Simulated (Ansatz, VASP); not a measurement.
One calculation of GaN, two programs

Contents of INCAR:

```
SYSTEM = GaN
PREC     = Accurate       ! precision mode
ENCUT    = 520            ! plane-wave cutoff, eV
EDIFF    = 1E-6           ! SCF threshold, eV
ISMEAR   = 0              ! smearing method
SIGMA    = 0.05           ! smearing width, eV
LREAL    = .False.        ! projectors in reciprocal space
LASPH    = .True.         ! aspherical terms in the spheres
NELM     = 80             ! most SCF steps
ALGO     = Normal         ! electronic algorithm
ISIF     = 2              ! what is computed and relaxed
LWAVE    = .False.        ! write WAVECAR
LCHARG   = .False.        ! write CHGCAR
GGA      = PE             ! functional
NBANDS   = 16             ! bands
```

KPOINTS

```
Automatic mesh
0
Gamma
  8 8 8
  0 0 0
```

POSCAR

```
GaN
1.0
    0.0000000000      2.2742384940      2.2742384940
    2.2742384940      0.0000000000      2.2742384940
    2.2742384940      2.2742384940      0.0000000000
Ga N
1 1
Direct
    0.0000000000      0.0000000000      0.0000000000
    0.7500000000      0.7500000000      0.7500000000
```

Input for Ansatz:

```yaml
crystal:
  lattice:
    - [0.0, 2.274238494, 2.274238494]
    - [2.274238494, 0.0, 2.274238494]
    - [2.274238494, 2.274238494, 0.0]
  atoms:
    - { symbol: Ga, position: [0.0, 0.0, 0.0] }
    - { symbol: "N", position: [0.75, 0.75, 0.75] }
basis:
  ecutwfc: 420
kpoints:
  mp_grid: { grid: [8, 8, 8] }
hamiltonian:
  xc: pbe
scf:
  occupations: { method: gaussian, width: 0.05 }
output:
  forces: true
  stress: true
  eigenvalues: true
```

Alike in both runs: task single point; functional PBE; k mesh 8 × 8 × 8; occupations gaussian, width 0.05 eV; no spin polarisation.

```csv
,VASP,Ansatz
version,VASP 6.6.1,Ansatz 0.2.0
potentials or method,"VASP PAW PBE potentials, release 64 (Ga_d, N), cutoff 520 eV","scalar-relativistic, plane waves, PAW"
valence electrons in the cell,18,18
```

```csv
,VASP,Ansatz,Ansatz less VASP
gap on the k mesh at the Fermi level (eV),1.55,1.54,-0.006
least direct gap on the mesh (eV),1.55,1.54,-0.006
pressure (GPa),0.1,0.0,-0.10
```
